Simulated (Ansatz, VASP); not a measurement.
## Re in VASP and in Ansatz

The input INCAR:

```
SYSTEM = Re
  PREC = Accurate
  ENCUT = 520
  EDIFF = 1E-6
  ISMEAR = -1
  SIGMA = 0.05
  LREAL = .False.
  LASPH = .True.
  NELM = 80
  ALGO = Normal
  ISIF = 2
  LWAVE = .False.
  LCHARG = .False.
  GGA = PE
  NBANDS = 14
```

File KPOINTS:

```
regular mesh
0
Gamma
  14 14 8
  0 0 0
```

POSCAR

```
Re
1.0
    2.6539513089      0.0000000000      0.0000000000
   -1.3269756545      2.2983892539      0.0000000000
    0.0000000000      0.0000000000      4.2436285669
Re
2
Direct
    0.3333333333      0.6666666667      0.2500000000
    0.6666666667      0.3333333333      0.7500000000
```

Input for Ansatz:

```yaml
crystal:
  lattice:
    - [2.6539513089, 0.0, 0.0]
    - [-1.3269756545, 2.2983892539, 0.0]
    - [0.0, 0.0, 4.2436285669]
  atoms:
    - { symbol: Re, position: [0.3333333333, 0.6666666667, 0.25] }
    - { symbol: Re, position: [0.6666666667, 0.3333333333, 0.75] }
kpoints:
  mp_grid: { grid: [14, 14, 8] }
  band_path:
    path:
      - [0.0, 0.0, 0.0]
      - [0.5, 0.0, 0.0]
      - [0.3333333333, 0.3333333333, 0.0]
      - [0.0, 0.0, 0.0]
      - [0.0, 0.0, 0.5]
      - [0.5, 0.0, 0.5]
      - [0.3333333333, 0.3333333333, 0.5]
      - [0.0, 0.0, 0.5]
      - [0.5, 0.0, 0.5]
    npoints: 5
scf:
  occupations: { method: fermi_dirac, width: 0.05 }
hamiltonian:
  xc: pbe
  pseudopotentials: { kind: all_electron, lapw: { basis_error: 0.00025 } }
output:
  forces: true
  stress: true
  eigenvalues: true
```

Change from the starting cell: volume scaled by 1.06.

Alike in both runs: task single point; functional PBE; k mesh 14 × 14 × 8; occupations fermi-dirac, width 0.05 eV; no spin polarisation.

```csv
,VASP,Ansatz
version,VASP 6.6.1,Ansatz 0.2.0
potentials or method,"VASP PAW PBE potentials, release 64 (Re), cutoff 520 eV","all-electron LAPW, scalar-relativistic"
```

```csv
,VASP,Ansatz,Ansatz less VASP
pressure (GPa),73.2,72.0,-1.28
"traceless stress, the component that is largest in VASP (GPa)",4.99,5.04,+0.042
```

Both programs put the cell under a high pressure, so it lies far from rest at this level. Ansatz ran all-electron here, and VASP with PAW potentials.

Spin-orbit coupling is off throughout. Noted on VASP's run: the cell as given lies far from equilibrium.
